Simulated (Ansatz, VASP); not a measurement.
# F: VASP beside Ansatz

Contents of INCAR:

```
SYSTEM = F
PREC = Accurate
ENCUT = 520
EDIFF = 1E-6
ISMEAR = -1
SIGMA = 0.05
LREAL = .False.
LASPH = .True.
NELM = 60
ALGO = Normal
ISIF = 2
LWAVE = .False.
LCHARG = .False.
GGA = PE
NBANDS = 14
```

The input KPOINTS:

```
regular mesh
0
Gamma
  13 13 13
  0 0 0
```

The input POSCAR:

```
F
1.0
    0.0000000000      2.4373452414      2.4373452414
    2.4373452414      0.0000000000      2.4373452414
    2.4373452414      2.4373452414      0.0000000000
F
2
Direct
   -0.1250000000     -0.1250000000     -0.1250000000
    0.1250000000      0.1250000000      0.1250000000
```

Input for Ansatz:

```yaml
crystal:
  lattice:
    - [0.0, 2.4373452414, 2.4373452414]
    - [2.4373452414, 0.0, 2.4373452414]
    - [2.4373452414, 2.4373452414, 0.0]
  atoms:
    - { symbol: F, position: [-0.125, -0.125, -0.125] }
    - { symbol: F, position: [0.125, 0.125, 0.125] }
kpoints:
  mp_grid: { grid: [13, 13, 13] }
scf:
  occupations: { method: fermi_dirac, width: 0.05 }
hamiltonian:
  xc: pbe
  pseudopotentials: { kind: all_electron, datasets: crystal }
output:
  forces: true
  stress: true
  eigenvalues: true
```

Change from the starting cell: volume scaled by 1, crystal datasets.

Alike in both runs: task single point; functional PBE; k mesh 13 × 13 × 13; occupations fermi-dirac, width 0.05 eV; no spin polarisation.

```csv
,VASP,Ansatz
version,VASP 6.6.1,Ansatz 0.2.0
potentials or method,"VASP PAW PBE potentials, release 64 (F), cutoff 520 eV","all-electron PAW with datasets made for the crystal, scalar-relativistic"
```

Ansatz gave:

- pressure (GPa): 0.0

Task: Which values does VASP return?

Result: Pressure (GPa): -0.6.

Ansatz ran all-electron here, and VASP with PAW potentials.
